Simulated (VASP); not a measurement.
# MgB2 (P-1) in VASP: single point with LDA

Aim: the single point of MgB2 with LDA.

All numbers are computed with VASP 6.6.1; they aren't measurements. Logs are shortened: lines on timing, memory, paths and dates and some standing lists are left out, and cuts for length are marked.

## (1) The cell of the first run

The typed cell holds 3 atoms: a = 3.086 Å, b = 3.045 Å, c = 3.524 Å, α = 89.36°, β = 88.27°, γ = 118.70°.

## (2) Single point, LDA (equal xy, yz and zx shear strains of +3 %)

INCAR

```
SYSTEM = MgB2
PREC = Accurate
ENCUT = 520
EDIFF = 1E-7
ISMEAR = -1
SIGMA = 0.05
LREAL = .False.
LASPH = .True.
NELM = 60
ALGO = Normal
ISIF = 2
LWAVE = .False.
LCHARG = .True.
LELF = .True.
LVHAR = .True.
NBANDS = 11
```

KPOINTS

```
Automatic mesh
0
Gamma
  12 12 9
  0 0 0
```

POSCAR

```
MgB2
1.0
    3.0850007055      0.0462750106      0.0462750106
   -1.5024250181      2.6485514764      0.0169378294
    0.0528450000      0.0528450000      3.5230000000
Mg B
1 2
Direct
    0.0000000000      0.0000000000      0.0000000000
    0.3333333333      0.6666666667      0.5000000000
    0.6666666667      0.3333333333      0.5000000000
```

Potentials or basis: VASP PAW LDA potentials, release 64 (Mg, B).

Command:

```sh
$ cat potpaw_LDA.64/Mg/POTCAR potpaw_LDA.64/B/POTCAR > POTCAR
$ mpirun -np 1 vasp_std > vasp.out
```

OUTCAR:

```text
SYSTEM = MgB2
   PREC = Accurate
   ENCUT = 520
   EDIFF = 1E-7
   ISMEAR = -1
   LREAL = .False.
   LASPH = .True.
   NELM = 60
   ISIF = 2

 ion  position               nearest neighbor table
   1  0.000  0.000  0.000-   2 2.47   3 2.47   3 2.47   2 2.47   3 2.48   2 2.48   2 2.50   3 2.50
                             3 2.54   2 2.54   3 2.57   2 2.57
   2  0.333  0.667  0.500-   3 1.76   3 1.78   3 1.80   1 2.47   1 2.47   1 2.48   1 2.50   1 2.54
                             1 2.57
   3  0.667  0.333  0.500-   2 1.76   2 1.78   2 1.80   1 2.47   1 2.47   1 2.48   1 2.50   1 2.54
                             1 2.57

  LATTYP: Found a triclinic cell.
 ALAT       =     5.3445800882
 B/A-ratio  =     0.5697473580
 C/A-ratio  =     0.6593207563
 COS(alpha) =     0.0112057054
 COS(beta)  =     0.0302114049
 COS(gamma) =     0.8622746762

  Lattice vectors:

 A1 = (   0.0801506693,   5.3433779634,   0.0801506694)
 A2 = (  -1.5024250181,   2.6485514764,   0.0169378294)
 A3 = (   0.0528450000,   0.0528450000,   3.5230000000)

Analysis of symmetry for initial positions (statically):
=====================================================================
 Subroutine PRICEL returns:
 Original cell was already a primitive cell.

 Routine SETGRP: Setting up the symmetry group for a
 triclinic supercell.

 Subroutine GETGRP returns: Found  2 space group operations
 (whereof  2 operations were pure point group operations)
 out of a pool of  2 trial point group operations.

The static configuration has the point symmetry S_2 .

Analysis of symmetry for dynamics (positions and initial velocities):
=====================================================================
 Subroutine PRICEL returns:
 Original cell was already a primitive cell.

 Routine SETGRP: Setting up the symmetry group for a
 triclinic supercell.

 Subroutine GETGRP returns: Found  2 space group operations
 (whereof  2 operations were pure point group operations)
 out of a pool of  2 trial point group operations.

The dynamic configuration has the point symmetry S_2 .

 Subroutine INISYM returns: Found  2 space group operations
 (whereof  2 operations are pure point group operations),
 and found     1 'primitive' translations

----------------------------------------------------------------------------------------

                                     Primitive cell

  volume of cell :      29.0177

  direct lattice vectors                    reciprocal lattice vectors
     3.085000706  0.046275011  0.046275011     0.321525856  0.182438036 -0.007559458
    -1.502425018  2.648551476  0.016937829    -0.005533908  0.374461082 -0.005533908
     0.052845000  0.052845000  3.523000000    -0.004196673 -0.004196673  0.283974893

  length of vectors
     3.085694753  3.045060385  3.523792586     0.369756215  0.374542855  0.284036906

  position of ions in fractional coordinates (direct lattice)
     0.000000000  0.000000000  0.000000000
     0.333333333  0.666666667  0.500000000
     0.666666667  0.333333333  0.500000000

  ion indices of the primitive-cell ions
   primitive index   ion index
                 1           1
                 2           2
                 3           3

----------------------------------------------------------------------------------------

 KPOINTS: Automatic mesh

Automatic generation of k-mesh.
 Grid dimensions read from file:
 generate k-points for:   12   12    9

 Generating k-lattice:

  Cartesian coordinates                     Fractional coordinates (reciprocal lattice)
     0.026793821  0.015203170 -0.000629955     0.083333333 -0.000000000 -0.000000000
    -0.000461159  0.031205090 -0.000461159     0.000000000  0.083333333  0.000000000
    -0.000466297 -0.000466297  0.031552766    -0.000000000 -0.000000000  0.111111111

  Length of vectors
     0.030813018  0.031211905  0.031559656

  Shift w.r.t. Gamma in fractional coordinates (k-lattice)
     0.000000000  0.000000000  0.000000000

 Subroutine IBZKPT returns following result:
 ===========================================

 Found    650 irreducible k-points:

 Following reciprocal coordinates:
            Coordinates               Weight
  0.000000  0.000000  0.000000      1.000000
  0.083333 -0.000000  0.000000      2.000000
  0.166667 -0.000000 -0.000000      2.000000
  0.250000 -0.000000 -0.000000      2.000000
  0.333333 -0.000000 -0.000000      2.000000
  0.416667 -0.000000  0.000000      2.000000
[... 16 lines left out ...]
  0.250000  0.166667  0.000000      2.000000
  0.333333  0.166667 -0.000000      2.000000
 [... further k-points ...]
   k-points           NKPTS =    650   k-points in BZ     NKDIM =    650   number of bands    NBANDS=     11
   number of dos      NEDOS =    301   number of ions     NIONS =      3
   total plane-waves  NPLWV =  16128
   dimension x,y,z NGX =    24 NGY =   24 NGZ =   28
   dimension x,y,z NGXF=    48 NGYF=   48 NGZF=   56
   ions per type =               1   2
   NGX,Y,Z   is equivalent  to a cutoff of  12.93, 13.10, 13.21 a.u.
   NGXF,Y,Z  is equivalent  to a cutoff of  25.86, 26.21, 26.42 a.u.
 SYSTEM =  MgB2
   PREC   = accura    normal or accurate (medium, high low for compatibility)
   ISTART =      0    job   : 0-new  1-cont  2-samecut
   ICHARG =      2    charge: 1-file 2-atom 10-const
   ISPIN  =      1    spin polarized calculation?
   LNONCOLLINEAR =      F non collinear calculations
   LSORBIT =      F    spin-orbit coupling
   LASPH  =      T    aspherical Exc in radial PAW
   ENCUT  =  520.0 eV  38.22 Ry    6.18 a.u.   5.74  5.66  6.55*2*pi/ulx,y,z
   NELM   =     60;   NELMIN=  2; NELMDL= -5     # of ELM steps
   EDIFF  = 0.1E-06   stopping-criterion for ELM
   LREAL  =      F    real-space projection
   EDIFFG = 0.1E-05   stopping-criterion for IOM
   NSW    =      0    number of steps for IOM
   IBRION =     -1    ionic relax: 0-MD 1-quasi-New 2-CG
   NFREE  =      0    steps in history (QN), initial steepest desc. (CG)
   ISIF   =      2    stress and relaxation
   ISYM   =      2    0-nonsym 1-usesym 2-fastsym
   POTIM  = 0.5000    time-step for ionic-motion
   TEBEG  =    0.0;   TEEND  =   0.0 temperature during run
   PSTRESS=    0.0 pullay stress
   NELECT =       8.0000    total number of electrons
   NUPDOWN=      -1.0000    fix difference up-down
   EMIN   =  10.00;   EMAX   =-10.00  energy-range for DOS
   EFERMI =   0.00;   METHOD = LEGACY
   ISMEAR =    -1;   SIGMA  =   0.05  broadening in eV -4-tet -1-fermi 0-gaus
   EFERMI_NEDOS =   21; number of points for ismear=-14 and -15
   IALGO  =     38    algorithm
   IMIX   =      4    mixing-type and parameters
     AMIX     =   0.40;   BMIX     =  1.00
     AMIX_MAG =   1.60;   BMIX_MAG =  1.00
  volume/ion in A,a.u.               =       9.67        65.27
  Fermi-wavevector in a.u.,A,eV,Ry     =   1.065492  2.013489 15.446339  1.135274
  Thomas-Fermi vector in A             =   2.201046
   LORBIT       =      0    0 simple, 1 ext, 2 COOP (PROOUT), +10 PAW based schemes
   GGA     = CA    functional components
   LHFCALC =     F    Hartree Fock is set to
   AEXX    =    0.0000 exact exchange contribution
   IVDW    =     0    specifies the selected vdW correction
   LEPSILON=     F    determine dielectric tensor
   LRPA    =     F    only Hartree local field effects (RPA)
 non-spin polarized calculation
  energy-cutoff  :      520.00
  volume of cell :       29.02
 maximum number of plane-waves:       800
   NGX = 11   NGY = 11   NGZ = 13

 number of electron       8.0000000 magnetization

 Free energy of the ion-electron system (eV)
  ---------------------------------------------------
  ext. energy  EPLUGINS =         0.00000000
  ---------------------------------------------------
  free energy    TOTEN  =       -17.22662985 eV

  energy without entropy =      -17.22144881  energy(sigma->0) =      -17.22403933

 E-fermi :   5.1697     XC(G=0): -11.0971

 val. band max:        5.1687376456   @ k =   0.3333   0.1667  -0.0000
 cond. band min:       5.1736432112   @ k =   0.5000  -0.2500   0.4444
 fundamental gap:      0.0049055657
 Fermi energy:         5.1697194120

 k-point     1 :       0.0000    0.0000    0.0000
  band No.  band energies     occupation
      1      -7.0789      2.00000
      2       2.2892      2.00000
      3       5.4753      0.00443
      4       5.6440      0.00015
      5       6.8810      0.00000
      6      11.2290      0.00000
      7      11.6523      0.00000
      8      13.5500      0.00000
      9      14.9372      0.00000
     10      17.7628      0.00000
     11      20.9743      0.00000

 k-point     2 :       0.0833   -0.0000    0.0000
  band No.  band energies     occupation
      1      -6.9619      2.00000
      2       2.4017      2.00000
      3       4.8522      1.99652
      4       5.3796      0.02964
      5       6.9804      0.00000
      6      11.3675      0.00000
      7      12.1383      0.00000
      8      13.6608      0.00000
      9      14.5131      0.00000
     10      18.2912      0.00000
     11      20.3509      0.00000

 k-point     3 :       0.1667   -0.0000   -0.0000
  band No.  band energies     occupation
      1      -6.6121      2.00000
      2       2.7360      2.00000
      3       3.4150      2.00000
      4       4.7999      1.99877
      5       7.3032      0.00000
      6      11.2663      0.00000
      7      13.2757      0.00000
      8      13.4045      0.00000
      9      14.2214      0.00000
     10      19.3059      0.00000
     11      19.6685      0.00000
[... 267 lines left out ...]
 k-point    23 :       0.2500    0.1667    0.0000
  band No.  band energies     occupation
      1      -4.9038      2.00000
      2       0.3066      2.00000
      3       1.9730      2.00000
      4       4.3411      2.00000
      5       8.9912      0.00000
      6       9.9455      0.00000
      7      12.3116      0.00000
      8      13.2776      0.00000
      9      15.9570      0.00000
     10      16.5173      0.00000
     11      18.1896      0.00000

 k-point    24 :       0.3333    0.1667   -0.0000
  band No.  band energies     occupation
      1      -3.9215      2.00000
      2      -1.1626      2.00000
      3       1.6220      2.00000
      4       5.1687      1.00982
      5       8.6636      0.00000
      6       9.8877      0.00000
      7      11.6955      0.00000
      8      13.1982      0.00000
      9      15.4157      0.00000
     10      17.4587      0.00000
     11      18.1468      0.00000

 [... further k-points ...]
[... 5 lines left out ...]
  --------------------------------------------------------------------------------------
  -------------------------------------------------------------------------------------
  Total       -1.5015887     -1.5413710     -1.2242999     -1.0260459     -0.3764763     -0.3753625
  in kB      -82.9083142    -85.1048417    -67.5981660    -56.6518201    -20.7866627    -20.7251656
  external PRESSURE =     -78.5371073 kB  Pullay stress =       0.0000000 kB

 VOLUME and BASIS-vectors are now :
 -----------------------------------------------------------------------------
  energy-cutoff  :      520.00
  volume of cell :       29.02
      direct lattice vectors                 reciprocal lattice vectors
     3.085000706  0.046275011  0.046275011     0.321525856  0.182438036 -0.007559458
    -1.502425018  2.648551476  0.016937829    -0.005533908  0.374461082 -0.005533908
     0.052845000  0.052845000  3.523000000    -0.004196673 -0.004196673  0.283974893

 POSITION                                       TOTAL-FORCE (eV/Angst)
 -----------------------------------------------------------------------------------
      0.00000      0.00000      0.00000         0.000000     -0.000000      0.000000
      0.05314      1.80755      1.78822        -0.062545     -0.006605     -0.009303
      1.58228      0.94012      1.79800         0.062545      0.006605      0.009303
 -----------------------------------------------------------------------------------
    total drift:                                0.000000     -0.000000      0.000000

  FREE ENERGIE OF THE ION-ELECTRON SYSTEM (eV)
  ---------------------------------------------------
  free  energy   TOTEN  =       -17.2266298524 eV

  energy  without entropy=      -17.2214488111  energy(sigma->0) =      -17.22403933
```

It took 3.1 min on 1 thread of Intel Xeon 8259CL, shared host; peak memory 0.32 GiB.

What came out:

```
Free energy            : -17.2266 eV
Pressure               : -7.9 GPa
Largest force          : 0.064 eV/Å
Band gap on the k mesh : zero (bands 4 and 5 overlap by 3.51 eV)
```

Forces in eV/Å, atoms in the order of the input:
```
Mg   0.000  0.000  0.000
B   -0.063 -0.007 -0.009
B    0.063  0.007  0.009
```

Caveat: the cell differs from its parent crystal (equal xy, yz and zx shear strains of +3 %); the cell stands under tension.
